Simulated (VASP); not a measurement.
# Ag in VASP: a series of runs, part 2 of 2

VASP 6.6.1. Earlier steps stand in the parts before.

## Step 4: Single point, PBEsol (biaxial strain in the a-b plane: -1.0 %)

INCAR reads:

```
PREC = Accurate
ENCUT = 520
EDIFF = 1E-7
ISMEAR = 0
SIGMA = 0.1
LREAL = F
LASPH = T
NELM = 80
ALGO = Fast
ISIF = 2
LWAVE = F
LCHARG = F
GGA = PS
NBANDS = 30
```

KPOINTS reads:

```
regular mesh
0
Gamma
  24 24 6
```

POSCAR reads:

```
Ag
1.0
    2.8387875947      0.0000000000      0.0000000000
   -1.4193937973      2.4584621729      0.0000000000
    0.0000000000      0.0000000000      9.4212709601
Ag
4
Direct
    0.0000000000      0.0000000000      0.0000000000
    0.0000000000      0.0000000000      0.5000000000
    0.3333333333      0.6666666667      0.2500000000
    0.6666666667      0.3333333333      0.7500000000
```

Launch:

```
cat potpaw_PBE.64/Ag/POTCAR > POTCAR
mpirun -np 1 vasp_std > vasp.out
```

Wall time 8.3 min (1 thread of AMD EPYC 7R13 (Zen 3), shared host); peak memory 0.42 GiB.

The run converged. Its results:

| Item | Value |
| --- | --- |
| Free energy | -13.2253 eV |
| Pressure | 1.5 GPa |
| Band gap on the k mesh | zero (bands 22 and 23 overlap by 6.72 eV) |

Stress tensor (GPa, compression positive):
```
2.03 0.00 0.00
0.00 2.03 0.00
0.00 0.00 0.37
```

Levels at points of the mesh, in eV from the Fermi level:
```tsv
k point	band 19	band 20	band 21	band 22	band 23	band 24	band 25	band 26
(0.00, 0.00, 0.00)	-3.66	-3.46	-3.46	-3.05	-3.05	-0.72	3.53	10.99
(0.50, 0.00, 0.00)	-2.80	-2.80	-0.32	0.60	1.06	1.59	4.51	4.57
(0.00, 0.00, 0.50)	-3.21	-3.21	-3.21	-3.21	-2.74	-2.74	6.36	6.36
(0.50, 0.00, 0.50)	-2.81	-2.81	0.18	0.18	1.41	1.41	4.87	4.87
```

Caveat: the cell differs from its parent crystal (biaxial strain in the a-b plane: -1.0 %); the PAW data sets were made with another functional, which shifts forces and pressure a little.

## Step 5: Single point, PBEsol (uniaxial strain along a: -1.0 %, then relaxed in part)

INCAR reads:

```
SYSTEM = Ag
  PREC = Accurate
  ENCUT = 520
  EDIFF = 1E-6
  ISMEAR = 0
  SIGMA = 0.1
  LREAL = .FALSE.
  LASPH = .TRUE.
  NELM = 60
  ALGO = Fast
  ISIF = 2
  LWAVE = .FALSE.
  LCHARG = .FALSE.
  GGA = PS
  NBANDS = 30
  KPAR = 4
```

KPOINTS reads:

```
Automatic mesh
0
G
  24 24 6
  0 0 0
```

POSCAR reads:

```
Ag
1.0
    2.8387875670     -0.0003990970      0.0000000000
   -1.4197437756      2.4909310039      0.0000000000
    0.0000000000      0.0000000000      9.4003521815
Ag
4
Direct
    0.0000000000      0.0000000000      0.0000000000
    0.0000000000      0.0000000000      0.5000000000
    0.3297318470      0.6597132817      0.2500000000
    0.6702681530      0.3402867183      0.7500000000
```

Potentials or basis: VASP PAW PBE potentials, release 64 (Ag).

Launch:

```
cat potpaw_PBE.64/Ag/POTCAR > POTCAR
mpirun -np 4 vasp_std > vasp.out
```

OUTCAR:

```text
SYSTEM = Ag
   PREC = Accurate
   ENCUT = 520
   EDIFF = 1E-6
   ISMEAR = 0
   LREAL = .FALSE.
   LASPH = .TRUE.
   NELM = 60
   ISIF = 2
   GGA = PS

 ion  position               nearest neighbor table
   1  0.000  0.000  0.000-   3 2.87   4 2.87   4 2.87   3 2.87   4 2.87   3 2.87
   2  0.000  0.000  0.500-   3 2.87   4 2.87   4 2.87   3 2.87   4 2.87   3 2.87
   3  0.330  0.660  0.250-   1 2.87   2 2.87   1 2.87   2 2.87   1 2.87   2 2.87
   4  0.670  0.340  0.750-   1 2.87   2 2.87   1 2.87   2 2.87   1 2.87   2 2.87

  LATTYP: Found a simple monoclinic cell.
 ALAT       =     2.8387875951
 B/A-ratio  =     3.3113968082
 C/A-ratio  =     1.0097382286
 COS(beta)  =    -0.4949335842

  Lattice vectors:

 A1 = (   2.8387875670,  -0.0003990970,   0.0000000000)
 A2 = (   0.0000000000,   0.0000000000,   9.4003521815)
 A3 = (  -1.4190437914,  -2.4905319069,   0.0000000000)

Analysis of symmetry for initial positions (statically):
=====================================================================
 Subroutine PRICEL returns:
 Original cell was already a primitive cell.

 Routine SETGRP: Setting up the symmetry group for a
 simple monoclinic supercell.

 Subroutine GETGRP returns: Found  4 space group operations
 (whereof  2 operations were pure point group operations)
 out of a pool of  4 trial point group operations.

The static configuration has the point symmetry S_2 .
 The point group associated with its full space group is C_2h.

Analysis of symmetry for dynamics (positions and initial velocities):
=====================================================================
 Subroutine PRICEL returns:
 Original cell was already a primitive cell.

 Routine SETGRP: Setting up the symmetry group for a
 simple monoclinic supercell.

 Subroutine GETGRP returns: Found  4 space group operations
 (whereof  2 operations were pure point group operations)
 out of a pool of  4 trial point group operations.

The dynamic configuration has the point symmetry S_2 .
 The point group associated with its full space group is C_2h.

 Subroutine INISYM returns: Found  4 space group operations
 (whereof  2 operations are pure point group operations),
 and found     1 'primitive' translations

----------------------------------------------------------------------------------------

                                     Primitive cell

  volume of cell :      66.4667

  direct lattice vectors                    reciprocal lattice vectors
     2.838787567 -0.000399097  0.000000000     0.352291291  0.200793746  0.000000000
    -1.419743776  2.490931004  0.000000000     0.000056444  0.401488494  0.000000000
     0.000000000  0.000000000  9.400352182     0.000000000  0.000000000  0.106378993

  length of vectors
     2.838787595  2.867125678  9.400352182     0.405496340  0.401488497  0.106378993

  position of ions in fractional coordinates (direct lattice)
     0.000000000  0.000000000  0.000000000
     0.000000000  0.000000000  0.500000000
     0.329731847  0.659713282  0.250000000
     0.670268153  0.340286718  0.750000000

  ion indices of the primitive-cell ions
[... 26 lines left out ...]

 Subroutine IBZKPT returns following result:
 ===========================================

 Found   1160 irreducible k-points:

 Following reciprocal coordinates:
            Coordinates               Weight
  0.000000  0.000000  0.000000      1.000000
  0.041667 -0.000000  0.000000      2.000000
  0.083333  0.000000  0.000000      2.000000
  0.125000  0.000000  0.000000      2.000000
  0.166667  0.000000  0.000000      2.000000
  0.208333  0.000000  0.000000      2.000000
[... 16 lines left out ...]
  0.375000  0.041667  0.000000      2.000000
  0.416667  0.041667  0.000000      2.000000
 [... further k-points ...]
   k-points           NKPTS =   1160   k-points in BZ     NKDIM =   1160   number of bands    NBANDS=     30
   number of dos      NEDOS =    301   number of ions     NIONS =      4
   total plane-waves  NPLWV =  40320
   dimension x,y,z NGX =    24 NGY =   24 NGZ =   70
   dimension x,y,z NGXF=    48 NGYF=   48 NGZF=  140
   ions per type =               4
   NGX,Y,Z   is equivalent  to a cutoff of  14.05, 13.92, 12.38 a.u.
   NGXF,Y,Z  is equivalent  to a cutoff of  28.11, 27.83, 24.76 a.u.
 SYSTEM =  Ag
   PREC   = accura    normal or accurate (medium, high low for compatibility)
   ISTART =      0    job   : 0-new  1-cont  2-samecut
   ICHARG =      2    charge: 1-file 2-atom 10-const
   ISPIN  =      1    spin polarized calculation?
   LNONCOLLINEAR =      F non collinear calculations
   LSORBIT =      F    spin-orbit coupling
   LASPH  =      T    aspherical Exc in radial PAW
   ENCUT  =  520.0 eV  38.22 Ry    6.18 a.u.   5.28  5.33 17.48*2*pi/ulx,y,z
   NELM   =     60;   NELMIN=  2; NELMDL= -5     # of ELM steps
   EDIFF  = 0.1E-05   stopping-criterion for ELM
   LREAL  =      F    real-space projection
   EDIFFG = 0.1E-04   stopping-criterion for IOM
   NSW    =      0    number of steps for IOM
   IBRION =     -1    ionic relax: 0-MD 1-quasi-New 2-CG
   NFREE  =      0    steps in history (QN), initial steepest desc. (CG)
   ISIF   =      2    stress and relaxation
   ISYM   =      2    0-nonsym 1-usesym 2-fastsym
   POTIM  = 0.5000    time-step for ionic-motion
   TEBEG  =    0.0;   TEEND  =   0.0 temperature during run
   PSTRESS=    0.0 pullay stress
   NELECT =      44.0000    total number of electrons
   NUPDOWN=      -1.0000    fix difference up-down
   EMIN   =  10.00;   EMAX   =-10.00  energy-range for DOS
   EFERMI =   0.00;   METHOD = LEGACY
   ISMEAR =     0;   SIGMA  =   0.10  broadening in eV -4-tet -1-fermi 0-gaus
   EFERMI_NEDOS =   21; number of points for ismear=-14 and -15
   IALGO  =     68    algorithm
   IMIX   =      4    mixing-type and parameters
     AMIX     =   0.40;   BMIX     =  1.00
     AMIX_MAG =   1.60;   BMIX_MAG =  1.00
  volume/ion in A,a.u.               =      16.62       112.13
  Fermi-wavevector in a.u.,A,eV,Ry     =   1.426782  2.696228 27.697490  2.035708
  Thomas-Fermi vector in A             =   2.547022
   LORBIT       =      0    0 simple, 1 ext, 2 COOP (PROOUT), +10 PAW based schemes
   GGA     = PS    functional components
   LHFCALC =     F    Hartree Fock is set to
   AEXX    =    0.0000 exact exchange contribution
   IVDW    =     0    specifies the selected vdW correction
   LEPSILON=     F    determine dielectric tensor
   LRPA    =     F    only Hartree local field effects (RPA)
 non-spin polarized calculation
 RMM-DIIS sequential band-by-band and
 Gauss-broadening in eV      SIGMA  =   0.10
  energy-cutoff  :      520.00
  volume of cell :       66.47
 maximum number of plane-waves:      1827
 NGX is ok and might be reduce to    24
   NGX = 11   NGY = 11   NGZ = 35

 number of electron      43.9999984 magnetization

 Free energy of the ion-electron system (eV)
  ---------------------------------------------------
  ext. energy  EPLUGINS =         0.00000000
  ---------------------------------------------------
  free energy    TOTEN  =       -13.23037225 eV

  energy without entropy =      -13.22596867  energy(sigma->0) =      -13.22817046

 E-fermi :   8.6257     XC(G=0): -12.5663

 val. band max:        8.6243107617   @ k =   0.2917   0.2083   0.3333
 cond. band min:       8.6290288604   @ k =   0.3333   0.5000   0.3333
 fundamental gap:      0.0047180987
 Fermi energy:         8.6257437344

 k-point     1 :       0.0000    0.0000    0.0000
  band No.  band energies     occupation
      1       0.5712      2.00000
      2       1.9831      2.00000
      3       1.9881      2.00000
      4       2.0288      2.00000
      5       3.6567      2.00000
      6       3.6771      2.00000
[... 781 lines left out ...]
     29      18.7200      0.00000
     30      19.2265      0.00000

 [... further k-points ...]

------------------------ aborting loop because EDIFF is reached ----------------------------------------

  FORCE on cell =-STRESS in cart. coord.  units (eV):
  Direction    XX          YY          ZZ          XY          YZ          ZX
  --------------------------------------------------------------------------------------
  -------------------------------------------------------------------------------------
  Total        0.3441237     -0.0993375     -0.1061831      0.0043313      0.0000000      0.0000000
  in kB        8.2950934     -2.3945281     -2.5595417      0.1044047      0.0000000      0.0000000
  external PRESSURE =       1.1136745 kB  Pullay stress =       0.0000000 kB

 VOLUME and BASIS-vectors are now :
 -----------------------------------------------------------------------------
  energy-cutoff  :      520.00
  volume of cell :       66.47
      direct lattice vectors                 reciprocal lattice vectors
     2.838787567 -0.000399097  0.000000000     0.352291291  0.200793746  0.000000000
    -1.419743776  2.490931004  0.000000000     0.000056444  0.401488494  0.000000000
     0.000000000  0.000000000  9.400352182     0.000000000  0.000000000  0.106378993

 POSITION                                       TOTAL-FORCE (eV/Angst)
 -----------------------------------------------------------------------------------
      0.00000      0.00000      0.00000         0.000000      0.000000      0.000000
      0.00000      0.00000      4.70018         0.000000      0.000000      0.000000
     -0.00059      1.64317      2.35009        -0.000038     -0.000923      0.000000
      1.41963      0.84736      7.05026         0.000038      0.000923      0.000000
 -----------------------------------------------------------------------------------
    total drift:                                0.000000     -0.000000      0.000000

  FREE ENERGIE OF THE ION-ELECTRON SYSTEM (eV)
  ---------------------------------------------------
  free  energy   TOTEN  =       -13.2303722472 eV

  energy  without entropy=      -13.2259686650  energy(sigma->0) =      -13.22817046
```

stdout:

```text
POSCAR found type information on POSCAR Ag
 POSCAR found :  1 types and       4 ions
 scaLAPACK will be used
 -----------------------------------------------------------------------------
|                                                                             |
|                                                                             |
|     You enforced a specific xc type in the INCAR file but a different       |
|     I HOPE YOU KNOW WHAT YOU ARE DOING!                                     |
|                                                                             |
 -----------------------------------------------------------------------------

 LDA part: xc-table for (Slater+PW92), standard interpolation
 POSCAR, INCAR and KPOINTS ok, starting setup
 FFT: planning ... GRIDC
 FFT: planning ... GRID_SOFT
 FFT: planning ... GRID
 WAVECAR not read
 entering main loop
```

It took 17 min on 4 MPI ranks of Oxide Virtual Turin-like, shared host; peak memory 1.5 GiB.

Results:

| Property | Result |
| --- | --- |
| Free energy | -13.2304 eV |
| Pressure | 0.1 GPa |
| Band gap on the k mesh | zero (bands 22 and 23 overlap by 6.59 eV) |

Levels at points of the mesh, in eV from the Fermi level:
```csv
k point,band 18,band 19,band 20,band 21,band 22,band 23,band 24,band 25,band 26,band 27
"(0.00, 0.00, 0.00)",-3.67,-3.64,-3.46,-3.42,-3.03,-3.02,-0.62,3.59,11.10,11.13
"(0.50, 0.00, 0.00)",-2.83,-2.81,-2.77,-0.29,0.66,1.07,1.62,4.47,4.53,7.45
"(0.00, 0.50, 0.00)",-2.83,-2.82,-2.80,-0.35,0.51,0.93,1.42,4.35,4.42,7.39
"(0.50, 0.50, 0.00)",-2.83,-2.81,-2.77,-0.29,0.66,1.07,1.61,4.46,4.53,7.45
"(0.00, 0.00, 0.50)",-3.81,-3.20,-3.20,-3.20,-3.20,-2.66,-2.66,6.45,6.45,15.30
"(0.50, 0.00, 0.50)",-2.92,-2.82,-2.82,0.20,0.20,1.44,1.44,4.85,4.85,6.55
"(0.00, 0.50, 0.50)",-2.95,-2.83,-2.83,0.12,0.12,1.26,1.26,4.76,4.76,6.41
"(0.50, 0.50, 0.50)",-2.92,-2.82,-2.82,0.20,0.20,1.44,1.44,4.84,4.84,6.55
```

Caveat: the cell differs from its parent crystal (uniaxial strain along a: -1.0 %, then relaxed in part); the PAW data sets were made with another functional, which shifts forces and pressure a little.

## Step 6: The runs side by side

| cell | further INCAR settings | gap on the mesh (eV) | pressure (GPa) |
| --- | --- | --- | --- |
| a = 2.810, b = 2.810, c = 9.477 Å, angles 90.0, 90.0, 120.0°, 4 atoms, atomic positions A | ALGO = Fast; EDIFF = 1e-07; NBANDS = 30 | none | 3.5 |
| a = 2.810, b = 2.810, c = 9.522 Å, angles 90.0, 90.0, 120.0°, 4 atoms, atomic positions A | ALGO = Fast; EDIFF = 1e-06; NBANDS = 30 | none | 2.9 |
| a = 2.839, b = 2.839, c = 9.421 Å, angles 90.0, 90.0, 120.0°, 4 atoms, atomic positions A | ALGO = Fast; EDIFF = 1e-07; NBANDS = 30 | none | 1.5 |
| a = 2.839, b = 2.867, c = 9.400 Å, angles 90.0, 90.0, 119.7°, 4 atoms, atomic positions B | ALGO = Fast; EDIFF = 1e-06; NBANDS = 30 | none | 0.1 |

Alike in all rows: task single point; level PBEsol; potentials or basis VASP PAW PBE potentials, release 64 (Ag); no spin polarisation; k mesh 24 × 24 × 6; cutoff (eV) 520; smearing gaussian 0.1 eV.

Caveats: the PAW data sets were made with another functional, which shifts forces and pressure a little; the cell stands under pressure (at least some runs).

Absolute energies hang on the potentials; compare differences alone.

The gap in the log of VASP goes by the Fermi energy; the results here count the filled bands.